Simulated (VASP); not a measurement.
Write the native input for VASP 6.6.1 that does the following.

```yaml
Task: single point
Functional: PBE
Potentials_or_basis: VASP PAW PBE potentials, release 64 (Au, Al)
Cutoff: 520 eV
k_mesh: 8 × 8 × 8
Occupations: fermi-dirac, width 0.05 eV
Spin: no spin polarisation
Dipole_correction: no
Further_INCAR_settings: ALGO = Normal; EDIFF = 1e-06; NBANDS = 16
```

The structure of Al2Au lies in POSCAR:

```
Al2Au
1.0
    0.0000000000      3.0000000000      3.0000000000
    3.0000000000      0.0000000000      3.0000000000
    3.0000000000      3.0000000000      0.0000000000
Au Al
1 2
Direct
    0.0000000000      0.0000000000      0.0000000000
    0.7500000000      0.7500000000      0.7500000000
    0.2500000000      0.2500000000      0.2500000000
```

One way to write it, as run:

INCAR

```
SYSTEM = Al2Au
ALGO = Normal ; EDIFF = 1E-6
ENCUT = 520 ; GGA = PE
ISIF = 2 ; ISMEAR = -1
LASPH = .TRUE. ; LCHARG = .TRUE.
LELF = .TRUE. ; LREAL = .FALSE.
LVHAR = .TRUE. ; LWAVE = .FALSE.
NBANDS = 16 ; NELM = 100
PREC = Accurate ; SIGMA = 0.05
```

KPOINTS

```
k-points
0
G
  8 8 8
  0 0 0
```

Potentials or basis: VASP PAW PBE potentials, release 64 (Au, Al).

Run with:

```console
$ cat potpaw_PBE.64/Au/POTCAR potpaw_PBE.64/Al/POTCAR > POTCAR
$ mpirun -np 1 vasp_std > vasp.out
```

Results of the run:

The pressure is 3.0 GPa.

Wall time 31 s on 1 thread of Intel Xeon 8259CL, with other jobs on the host, peak memory 0.18 GiB.
